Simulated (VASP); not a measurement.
N: single point with PBEsol

The system is N.

```
N
1.0
     4.06033    0.00000    0.00000
    -2.03017    3.51635    0.00000
     0.00000    0.00000    6.82628
N
4
Direct
  0.33333 0.66667 0.32893
  0.33333 0.66667 0.17107
  0.66667 0.33333 0.82893
  0.66667 0.33333 0.67107
```

- Program: VASP 6.6.1
- Task: single point
- Functional: PBEsol
- Potentials or basis: VASP PAW PBE potentials, release 64 (N)
- Cutoff: 520 eV
- k mesh: 5 × 5 × 3
- Occupations: gaussian, width 0.01 eV
- Spin: no spin polarisation
- Dipole correction: no
- Further INCAR settings: ALGO = Normal; EDIFF = 1e-06; NBANDS = 18

```
Pressure               : 7.1 GPa
Largest force          : 5.933 eV/Å
Band gap on the k mesh : 7.17 eV, indirect (least direct gap 7.49 eV)
```

Forces in eV/Å, atoms in the order of the input:
```
N    0.000  0.000  5.933
N    0.000  0.000 -5.933
N    0.000  0.000  5.933
N    0.000  0.000 -5.933
```

Stress tensor (GPa, compression positive):
```
 0.07  0.00  0.00
 0.00  0.07  0.00
 0.00  0.00 21.04
```

Levels at points of the mesh, in eV from the valence-band top:
```
           k point  band 7  band 8  band 9  band 10  band 11  band 12  band 13  band 14
(0.00, 0.00, 0.00)   -2.02   -2.02   -1.29     0.00     7.99     7.99     8.53     8.53
```

Wall time 25 s on 1 thread of AMD EPYC 7R43 64-Core Processor (Zen 3) (shared host), peak memory 0.15 GiB.

Caveat: the standard files for N, O and F lose accuracy on very short bonds; the PAW data sets were made with another functional, which shifts forces and pressure a little. A k mesh can miss the band edges.
